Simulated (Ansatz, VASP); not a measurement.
MgB2: VASP beside Ansatz

```
CELL_PARAMETERS angstrom
3.08500 0.00000 0.00000
-1.54250 2.67169 0.00000
0.00000 0.00000 3.52300
ATOMIC_POSITIONS crystal
Mg 0.01959 0.99359 0.99020
B 0.66441 0.32161 0.49171
B 0.33637 0.66639 0.50926
```

Change from the starting cell: atoms moved at random, drawn with an rms of 0.05 Å.

Alike in both runs: task single point; functional PBEsol; k mesh 10 × 10 × 8; occupations fermi-dirac, width 0.05 eV; no spin polarisation.

```csv
,VASP,Ansatz
version,VASP 6.6.1,Ansatz 0.2.0
potentials or method,"VASP PAW PBE potentials, release 64 (Mg, B), cutoff 520 eV","all-electron LAPW, scalar-relativistic"
```

Ansatz gave:

```
gap on the k mesh at the Fermi level (eV)                     : none
pressure (GPa)                                                : -2.8
traceless stress, the component that is largest in VASP (GPa) : 0.41
rms of the force components (eV/Å)                            : 0.322
```

Problem. What did VASP give for the same quantities?

Solution. gap on the k mesh at the Fermi level (eV): none; pressure (GPa): -2.7; traceless stress, the component that is largest in VASP (GPa): 0.52; rms of the force components (eV/Å): 0.323.

VASP's potentials were made for PBE, not for PBEsol. Atom by atom the forces differ by 0.002 eV/Å (rms over components). A gap of «none» marks a metal or a gap that the smearing closes. Ansatz ran all-electron here, and VASP with PAW potentials.
